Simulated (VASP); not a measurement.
# AlH5 (F-43m) in VASP: a series of runs

Runs on AlH5. Level: PBE. Tasks: single point, relaxation of cell and atoms.

Program: VASP 6.6.1. These are calculated values, not measurements. Logs are shortened: lines on timing, memory, paths and dates and some standing lists are left out, and cuts for length are marked.

## 1. The cell of the first run

The structure is cubic, space group F-43m (No. 216). The conventional cell has a = 4.940 Å, b = 4.940 Å, c = 4.940 Å, α = 90.00°, β = 90.00°, γ = 90.00°. Al (site symmetry -43m) has 16 H at 2.06 to 2.14 Å within 2.7 Å. H (site symmetry -43m) has 12 H at 2.04 Å and 4 Al at 2.14 Å within 2.7 Å. H (site symmetry 3m) has 9 H at 1.67 to 2.04 Å and 3 Al at 2.06 Å within 2.2 Å.

The cell was generated, and may not be a known phase.

## 2. Single point, PBE

Input file INCAR:

```
SYSTEM = AlH5
  PREC = Accurate
  ENCUT = 520
  EDIFF = 1E-6
  ISMEAR = 0
  SIGMA = 0.1
  LREAL = .False.
  LASPH = .True.
  NELM = 100
  ALGO = Normal
  ISIF = 2
  LWAVE = .False.
  LCHARG = .False.
  GGA = PE
  NBANDS = 13
```

Input file KPOINTS:

```
Automatic mesh
0
Gamma
  6 6 6
  0 0 0
```

Input file POSCAR:

```
AlH5
1.0
    0.0000000000      2.4700050849      2.4700050849
    2.4700050849      0.0000000000      2.4700050849
    2.4700050849      2.4700050849      0.0000000000
Al H
1 5
Direct
    0.0000000000      0.0000000000      0.0000000000
    0.2500000000      0.2500000000      0.2500000000
    0.1418764568      0.6193745144      0.6193745144
    0.6193745144      0.6193745144      0.6193745144
    0.6193745144      0.6193745144      0.1418764568
    0.6193745144      0.1418764568      0.6193745144
```

Potentials or basis: VASP PAW PBE potentials, release 64 (Al, H).

The run is started by

```bash
> cat potpaw_PBE.64/Al/POTCAR potpaw_PBE.64/H/POTCAR > POTCAR
> mpirun -np 1 vasp_std > vasp.out
```

OUTCAR:

```text
SYSTEM = AlH5
   PREC = Accurate
   ENCUT = 520
   EDIFF = 1E-6
   ISMEAR = 0
   LREAL = .False.
   LASPH = .True.
   NELM = 100
   ISIF = 2
   GGA = PE

 ion  position               nearest neighbor table
   1  0.000  0.000  0.000-   3 2.06   6 2.06   3 2.06   5 2.06   6 2.06   5 2.06   4 2.06   4 2.06
                             5 2.06   6 2.06   3 2.06   4 2.06
   2  0.250  0.250  0.250-
   3  0.142  0.619  0.619-   1 2.06   1 2.06   1 2.06
   4  0.619  0.619  0.619-   1 2.06   1 2.06   1 2.06
   5  0.619  0.619  0.142-   1 2.06   1 2.06   1 2.06
   6  0.619  0.142  0.619-   1 2.06   1 2.06   1 2.06

  LATTYP: Found a face centered cubic cell.
 ALAT       =     4.9400101698

  Lattice vectors:

 A1 = (   0.0000000000,   2.4700050849,   2.4700050849)
 A2 = (   2.4700050849,   0.0000000000,   2.4700050849)
 A3 = (   2.4700050849,   2.4700050849,   0.0000000000)

Analysis of symmetry for initial positions (statically):
=====================================================================
 Subroutine PRICEL returns:
 Original cell was already a primitive cell.

 Routine SETGRP: Setting up the symmetry group for a
 face centered cubic supercell.

 Subroutine GETGRP returns: Found 24 space group operations
 (whereof 24 operations were pure point group operations)
 out of a pool of 48 trial point group operations.

The static configuration has the point symmetry T_d .

Analysis of symmetry for dynamics (positions and initial velocities):
=====================================================================
 Subroutine PRICEL returns:
 Original cell was already a primitive cell.

 Routine SETGRP: Setting up the symmetry group for a
 face centered cubic supercell.

 Subroutine GETGRP returns: Found 24 space group operations
 (whereof 24 operations were pure point group operations)
 out of a pool of 48 trial point group operations.

The dynamic configuration has the point symmetry T_d .

 Subroutine INISYM returns: Found 24 space group operations
 (whereof 24 operations are pure point group operations),
 and found     1 'primitive' translations

----------------------------------------------------------------------------------------

                                     Primitive cell

  volume of cell :      30.1386

  direct lattice vectors                    reciprocal lattice vectors
     0.000000000  2.470005085  2.470005085    -0.202428733  0.202428733  0.202428733
     2.470005085  0.000000000  2.470005085     0.202428733 -0.202428733  0.202428733
[... 100 lines left out ...]
   EFERMI_NEDOS =   21; number of points for ismear=-14 and -15
   IALGO  =     38    algorithm
   IMIX   =      4    mixing-type and parameters
     AMIX     =   0.40;   BMIX     =  1.00
     AMIX_MAG =   1.60;   BMIX_MAG =  1.00
  volume/ion in A,a.u.               =       5.02        33.90
  Fermi-wavevector in a.u.,A,eV,Ry     =   1.052116  1.988211 15.060944  1.106948
  Thomas-Fermi vector in A             =   2.187186
   LORBIT       =      0    0 simple, 1 ext, 2 COOP (PROOUT), +10 PAW based schemes
   GGA     = PE    functional components
   LHFCALC =     F    Hartree Fock is set to
   AEXX    =    0.0000 exact exchange contribution
   IVDW    =     0    specifies the selected vdW correction
   LEPSILON=     F    determine dielectric tensor
   LRPA    =     F    only Hartree local field effects (RPA)
 non-spin polarized calculation
 Gauss-broadening in eV      SIGMA  =   0.10
  energy-cutoff  :      520.00
  volume of cell :       30.14
 maximum number of plane-waves:       869
 NGX is ok and might be reduce to    28
   NGX = 13   NGY = 13   NGZ = 13

 number of electron       8.0000000 magnetization

 Free energy of the ion-electron system (eV)
  ---------------------------------------------------
  ext. energy  EPLUGINS =         0.00000000
  ---------------------------------------------------
  free energy    TOTEN  =       -15.45982770 eV

  energy without entropy =      -15.44696969  energy(sigma->0) =      -15.45339869

 E-fermi :   5.4842     XC(G=0): -10.7268

 val. band max:        5.4611547518   @ k =  -0.3333   0.1667   0.0000
 cond. band min:       5.5036297163   @ k =   0.5000   0.1667   0.0000
 fundamental gap:      0.0424749645
 Fermi energy:         5.4841614273

 k-point     1 :       0.0000    0.0000    0.0000
  band No.  band energies     occupation
      1      -8.4358      2.00000
      2       5.8597      0.00000
      3       6.5828      0.00000
      4       6.5828      0.00000
      5       6.5828      0.00000
      6      11.2913      0.00000
      7      11.2913      0.00000
      8      11.2913      0.00000
      9      12.8382      0.00000
     10      15.4853      0.00000
     11      15.4853      0.00000
     12      15.4853      0.00000
     13      16.5060      0.00000
[... 226 lines left out ...]
  band No.  band energies     occupation
      1      -2.3140      2.00000
      2      -2.2171      2.00000
      3      -0.3039      2.00000
      4       1.3051      2.00000
      5       6.4388      0.00000
      6       8.4344      0.00000
      7      13.5451      0.00000
      8      14.0441      0.00000
      9      18.7741      0.00000
     10      21.1629      0.00000
     11      21.8927      0.00000
     12      22.6481      0.00000
     13      23.7507      0.00000

------------------------ aborting loop because EDIFF is reached ----------------------------------------

  FORCE on cell =-STRESS in cart. coord.  units (eV):
  Direction    XX          YY          ZZ          XY          YZ          ZX
  --------------------------------------------------------------------------------------
  -------------------------------------------------------------------------------------
  Total       -0.0890718     -0.0890718     -0.0890718      0.0000000      0.0000000     -0.0000000
  in kB       -4.7350816     -4.7350816     -4.7350816      0.0000000      0.0000000     -0.0000000
  external PRESSURE =      -4.7350816 kB  Pullay stress =       0.0000000 kB

 VOLUME and BASIS-vectors are now :
 -----------------------------------------------------------------------------
  energy-cutoff  :      520.00
  volume of cell :       30.14
      direct lattice vectors                 reciprocal lattice vectors
     0.000000000  2.470005085  2.470005085    -0.202428733  0.202428733  0.202428733
     2.470005085  0.000000000  2.470005085     0.202428733 -0.202428733  0.202428733
     2.470005085  2.470005085  0.000000000     0.202428733  0.202428733 -0.202428733

 POSITION                                       TOTAL-FORCE (eV/Angst)
 -----------------------------------------------------------------------------------
      0.00000      0.00000      0.00000         0.000000      0.000000      0.000000
      1.23500      1.23500      1.23500         0.000000      0.000000      0.000000
      3.05972      1.88029      1.88029         0.002114     -0.002114     -0.002114
      3.05972      3.05972      3.05972         0.002114      0.002114      0.002114
      1.88029      1.88029      3.05972        -0.002114     -0.002114      0.002114
      1.88029      3.05972      1.88029        -0.002114      0.002114     -0.002114
 -----------------------------------------------------------------------------------
    total drift:                                0.000000      0.000000      0.000000

  FREE ENERGIE OF THE ION-ELECTRON SYSTEM (eV)
  ---------------------------------------------------
  free  energy   TOTEN  =       -15.4598276992 eV

  energy  without entropy=      -15.4469696893  energy(sigma->0) =      -15.45339869
```

OSZICAR:

```text
N       E                     dE             d eps       ncg     rms          rms(c)
DAV:   1    -0.216366735691E+01   -0.21637E+01   -0.32489E+03   416   0.490E+02
DAV:   2    -0.153839409697E+02   -0.13220E+02   -0.12701E+02   532   0.809E+01
DAV:   3    -0.157803402261E+02   -0.39640E+00   -0.39375E+00   526   0.111E+01
DAV:   4    -0.157820551670E+02   -0.17149E-02   -0.17147E-02   471   0.858E-01
DAV:   5    -0.157820733861E+02   -0.18219E-04   -0.18220E-04   541   0.832E-02    0.294E+00
DAV:   6    -0.155253026825E+02    0.25677E+00   -0.26180E-01   526   0.177E+00    0.138E+00
DAV:   7    -0.154610654946E+02    0.64237E-01   -0.17171E-01   521   0.158E+00    0.305E-01
DAV:   8    -0.154601738415E+02    0.89165E-03   -0.96173E-03   471   0.494E-01    0.140E-01
DAV:   9    -0.154600811428E+02    0.92699E-04   -0.32195E-03   526   0.204E-01    0.102E-01
DAV:  10    -0.154598939652E+02    0.18718E-03   -0.16509E-03   501   0.150E-01    0.481E-02
DAV:  11    -0.154598307446E+02    0.63221E-04   -0.16897E-04   506   0.586E-02    0.118E-02
DAV:  12    -0.154598280352E+02    0.27093E-05   -0.12458E-05   521   0.198E-02    0.382E-03
DAV:  13    -0.154598276992E+02    0.33601E-06   -0.20215E-06   333   0.631E-03
   1 F= -.15459828E+02 E0= -.15453399E+02  d E =-.128580E-01
```

stdout:

```text
POSCAR found type information on POSCAR AlH
 POSCAR found :  2 types and       6 ions
 scaLAPACK will be used
 LDA part: xc-table for (Slater+PW92), standard interpolation
 POSCAR, INCAR and KPOINTS ok, starting setup
 FFT: planning ... GRIDC
 FFT: planning ... GRID_SOFT
 FFT: planning ... GRID
 WAVECAR not read
 entering main loop
```

Run time: 22 s. Hardware: 1 thread of Intel Xeon 8259CL, shared host; peak memory 0.15 GiB.

What came out:

| Item | Value |
| --- | --- |
| Free energy | -15.4598 eV |
| Pressure | -0.5 GPa |
| Largest force | 0.004 eV/Å |
| Band gap on the k mesh | zero (bands 4 and 5 overlap by 3.35 eV) |

Forces in eV/Å, atoms in the order of the input:
```
Al   0.000  0.000  0.000
H    0.000  0.000  0.000
H    0.002 -0.002 -0.002
H    0.002  0.002  0.002
H   -0.002 -0.002  0.002
H   -0.002  0.002 -0.002
```

Levels at points of the mesh, in eV from the Fermi level:
```tsv
k point	band 2	band 3	band 4	band 5	band 6	band 7
(0.00, 0.00, 0.00)	0.38	1.10	1.10	1.10	5.81	5.81
(0.50, 0.00, 0.00)	-8.84	0.10	0.17	0.17	4.17	4.32
(0.50, 0.50, 0.00)	-8.05	-3.28	-2.25	-2.25	-0.27	11.13
```

Caveat: the k points lie up to 0.37 Å⁻¹ apart, too coarse for converged energies and pressures of a metal.

## 3. Single point, PBE

This run uses another cell than the first one, of 9.91 Å³/atom.

Input file INCAR:

```
SYSTEM = AlH5
PREC = Accurate
ENCUT = 520
EDIFF = 1E-7
ISMEAR = 0
SIGMA = 0.1
LREAL = .False.
LASPH = .True.
NELM = 100
ALGO = Normal
ISIF = 2
LWAVE = .False.
LCHARG = .False.
GGA = PE
NBANDS = 13
```

KPOINTS is that of step 2.

Input file POSCAR:

```
AlH5
1.0
    0.0000000000      3.0981072900      3.0981072900
    3.0981072900      0.0000000000      3.0981072900
    3.0981072900      3.0981072900      0.0000000000
Al H
1 5
Direct
    0.0000000000      0.0000000000      0.0000000000
    0.2500000000      0.2500000000      0.2500000000
    0.1295901500      0.6234699500      0.6234699500
    0.6234699500      0.6234699500      0.6234699500
    0.6234699500      0.6234699500      0.1295901500
    0.6234699500      0.1295901500      0.6234699500
```

Potentials or basis: VASP PAW PBE potentials, release 64 (Al, H).

The run is started by

```bash
> cat potpaw_PBE.64/Al/POTCAR potpaw_PBE.64/H/POTCAR > POTCAR
> mpirun -np 1 vasp_std > vasp.out
```

It took 38 s on 1 thread of Intel Xeon 8259CL, shared host; peak memory 0.19 GiB.

Results (log left out):

```
Free energy            : -12.4979 eV
Pressure               : -18.9 GPa
Band gap on the k mesh : zero (bands 4 and 5 overlap by 1.64 eV)
```

Forces on the atoms (eV/Å):
```
Al   0.000  0.000  0.000
H    0.000  0.000  0.000
H    0.001 -0.001 -0.001
H    0.001  0.001  0.001
H   -0.001 -0.001  0.001
H   -0.001  0.001 -0.001
```

Levels at points of the mesh, in eV from the Fermi level:
```
           k point  band 2  band 3  band 4  band 5  band 6  band 7
(0.00, 0.00, 0.00)    0.25    0.72    0.72    0.72    2.84    4.24
(0.50, 0.00, 0.00)   -5.15    0.30    0.34    0.34    1.34    3.45
(0.50, 0.50, 0.00)   -4.51   -1.39   -1.06   -0.92   -0.92    6.29
```

Caveat: the cell stands under tension.

(Continued in part 2 of 2.)

The gap in the log of VASP goes by the Fermi energy; the results here count the filled bands.